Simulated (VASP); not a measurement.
Here is a VASP 6.6.1 calculation.

POSCAR

```
AlN
1.0
    3.1120000000      0.0000000000      0.0000000000
   -1.5560000000      2.6950710566      0.0000000000
    0.0000000000      0.0000000000      4.9800000000
Al N
2 2
Direct
    0.3333333333      0.6666666667      0.0000000000
    0.6666666667      0.3333333333      0.5000000000
    0.3333333333      0.6666666667      0.3818000000
    0.6666666667      0.3333333333      0.8818000000
```

The input INCAR.step1:

```
SYSTEM = AlN
ALGO = Normal ; EDIFF = 1E-4
ENCUT = 600 ; GGA = PE
ISMEAR = 0 ; LASPH = .TRUE.
LCHARG = .FALSE. ; LREAL = .FALSE.
LWAVE = .TRUE. ; NELM = 80
PREC = Accurate ; SIGMA = 0.01
```

Contents of INCAR.step2:

```
SYSTEM = AlN
ALGO = Normal ; EDIFF = 1E-6
EDIFFG = -0.002 ; ENCUT = 600
IBRION = 2 ; ISIF = 3
ISMEAR = 0 ; ISTART = 1
LASPH = .TRUE. ; LCHARG = .FALSE.
LMIXTAU = .TRUE. ; LREAL = .FALSE.
LWAVE = .FALSE. ; METAGGA = R2SCAN
NELM = 80 ; NSW = 80
PREC = Accurate ; SIGMA = 0.01
```

Contents of KPOINTS:

```
k-points
0
G
  10 10 6
  0 0 0
```

Potentials or basis: VASP PAW PBE potentials, release 64 (Al, N).

The run is started by

```console
$ cat potpaw_PBE.64/Al/POTCAR potpaw_PBE.64/N/POTCAR > POTCAR
$ cp INCAR.step1 INCAR
$ mpirun -np 1 vasp_std > vasp.out
$ cp INCAR.step2 INCAR
$ mpirun -np 1 vasp_std > vasp.out
```

(1) Predict the relaxed volume.

(2) Predict the relaxed cell.

(3) What does it give for the space group after relaxing (to 0.05 Å)?

(4) What does it give for the band gap on the k mesh?

## Answers

(1) 10.39 Å³/atom.

(2) a = 3.105 Å, b = 3.105 Å, c = 4.976 Å, α = 90.00°, β = 90.00°, γ = 120.00°.

(3) P6_3mc (No. 186).

(4) 4.93 eV, direct.

Caveat: the PAW data sets were made with another functional, which shifts forces and pressure a little.
